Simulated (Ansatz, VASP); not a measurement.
YPb: VASP beside Ansatz

INCAR

```
SYSTEM = YPb
  ALGO = Normal
  EDIFF = 1E-7
  EDIFFG = -0.01
  ENCUT = 600
  GGA = PE
  IBRION = 2
  ISIF = 3
  ISMEAR = 0
  LASPH = .TRUE.
  LCHARG = .FALSE.
  LREAL = .FALSE.
  LWAVE = .FALSE.
  NELM = 100
  NSW = 100
  PREC = Accurate
  SIGMA = 0.1
```

The input KPOINTS:

```
k-points
0
G
  18 18 10
  0 0 0
```

Contents of POSCAR:

```
YPb
1.0
    3.5255898500      0.0000000000      0.0000000000
   -1.7627949300      3.0532503700      0.0000000000
    0.0000000000      0.0000000000      5.7572882300
Y Pb
1 1
Direct
    0.6666666700      0.3333333300      0.5000000000
    0.3333333300      0.6666666700      0.0000000000
```

Input for Ansatz:

```yaml
crystal:
  lattice:
    - [3.52558985, 0.0, 0.0]
    - [-1.76279493, 3.05325037, 0.0]
    - [0.0, 0.0, 5.75728823]
  atoms:
    - { symbol: "Y", position: [0.66666667, 0.33333333, 0.5] }
    - { symbol: Pb, position: [0.33333333, 0.66666667, 0.0] }
basis:
  ecutwfc: 420
kpoints:
  mp_grid: { grid: [18, 18, 10] }
hamiltonian:
  xc: pbe
scf:
  occupations: { method: gaussian, width: 0.1 }
output:
  forces: true
  stress: true
  eigenvalues: true
  write_density: true
  write_potential: true
  elf: true
  volumetric_format: npy
relax:
  adjacent_minimum: "off"
  f_tol: 0.01
  max_steps: 80
  cell: { stress_tol: 0.05 }
```

Alike in both runs: task relaxation of cell and atoms; functional PBE; k mesh 18 × 18 × 10; occupations gaussian, width 0.1 eV; no spin polarisation.

|  | VASP | Ansatz |
| --- | --- | --- |
| version | VASP 6.6.1 | Ansatz 0.2.0 |
| potentials or method | VASP PAW PBE potentials, release 64 (Y_sv, Pb_d), cutoff 600 eV | scalar-relativistic, plane waves, PAW |
| valence electrons in the cell | 25 | 25 |

Ansatz gave:

```
gap on the k mesh at the Fermi level, each at its own relaxed structure (eV)  : none
relaxed volume (Å³/atom)                                                      : 29.70
relaxed length of the cell vector where the two differ most in proportion (Å) : 3.672
```

**Question.** Estimate VASP's values.

**Answer.** gap on the k mesh at the Fermi level, each at its own relaxed structure (eV): none; relaxed volume (Å³/atom): 29.67; relaxed length of the cell vector where the two differ most in proportion (Å): 3.670.

A gap of «none» marks a metal or a gap that the smearing closes.

Neither program's run includes spin-orbit coupling.
